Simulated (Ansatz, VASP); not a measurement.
One calculation of TiSi2, two programs

```xyz
6
Lattice="1.6916 -7.0071 0.0000 1.6916 7.0071 0.0000 0.0000 0.0000 3.4135" Properties=species:S:1:pos:R:3 pbc="T T T"
Ti    1.6916   -5.5610    2.5601
Ti    1.6916    5.5610    0.8534
Si    1.6916   -0.8288    2.5601
Si    1.6916    0.8288    0.8534
Si    1.6916    3.5060    2.5601
Si    1.6916   -3.5060    0.8534
```

Change from the starting cell: volume 13.487 Å^3 an atom, stretch along b over the lengths across it, relative to the relaxed cell 1.0835.

Alike in both runs: task single point; functional PBE; k mesh 12 × 12 × 12; occupations gaussian, width 0.15 eV; no spin polarisation.

|  | VASP | Ansatz |
| --- | --- | --- |
| version | VASP 6.6.1 | Ansatz 0.2.0 |
| potentials or method | VASP PAW PBE potentials, release 64 (Ti_sv, Si), cutoff 520 eV | scalar-relativistic, plane waves, PAW |
| valence electrons in the cell | 40 | 40 |

```csv
,VASP,Ansatz,Ansatz less VASP
gap on the k mesh at the Fermi level (eV),none,none,-
pressure (GPa),12.7,12.7,+0.02
"traceless stress, the component that is largest in VASP (GPa)",-14.53,-14.51,+0.011
rms of the force components (eV/Å),0.203,0.201,-0.0020
```

Atom by atom the forces differ by 0.003 eV/Å (rms over components). A gap of «none» marks a metal or a gap that the smearing closes.
